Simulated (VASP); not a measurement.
## MoS2: single point with LDA+U

The system is MoS2.

```
CELL_PARAMETERS angstrom
3.16900 0.00000 0.00000
-1.58450 2.74443 0.00000
0.00000 0.00000 12.32400
ATOMIC_POSITIONS crystal
Mo 0.66667 0.33333 0.75000
Mo 0.33333 0.66667 0.25000
S 0.66667 0.33333 0.37700
S 0.33333 0.66667 0.87700
S 0.66667 0.33333 0.12300
S 0.33333 0.66667 0.62300
```

```yaml
Program: VASP 6.6.1
Task: single point
Functional: LDA
Potentials_or_basis: VASP PAW LDA potentials, release 64 (Mo_sv, S)
Cutoff: 520 eV
k_mesh: 10 × 10 × 3
Occupations: fermi-dirac, width 0.05 eV
Spin: no spin polarisation
Hubbard_terms: Mo d U = 5.0 eV
Dipole_correction: no
k_mesh_for_the_DOS: 15 × 15 × 5
Occupations_for_the_DOS: tetrahedron
Further_INCAR_settings: ALGO = Normal; EDIFF = 1e-06; NBANDS = 35
```

* Valence electrons inside the program's atomic spheres: Mo 12.39; S 3.70

Levels at points of the mesh, in eV from the valence-band top:
```tsv
k point	band 24	band 25	band 26	band 27	band 28	band 29
(0.00, 0.00, 0.00)	-1.20	-1.18	0.00	2.17	2.17	2.19
```

Eigenvalues of the final occupation matrices:
```tsv
site	spin	trace	eigenvalues
site 1 d	1	1.95	0.37 0.37 0.39 0.39 0.43
site 1 d	2	1.95	0.37 0.37 0.39 0.39 0.43
site 2 d	1	1.95	0.37 0.37 0.39 0.39 0.43
site 2 d	2	1.95	0.37 0.37 0.39 0.39 0.43
```

Wall time 98 s on 1 thread of Intel(R) Xeon(R) 6975P-C (Granite Rapids), on a shared host, peak memory 0.33 GiB.
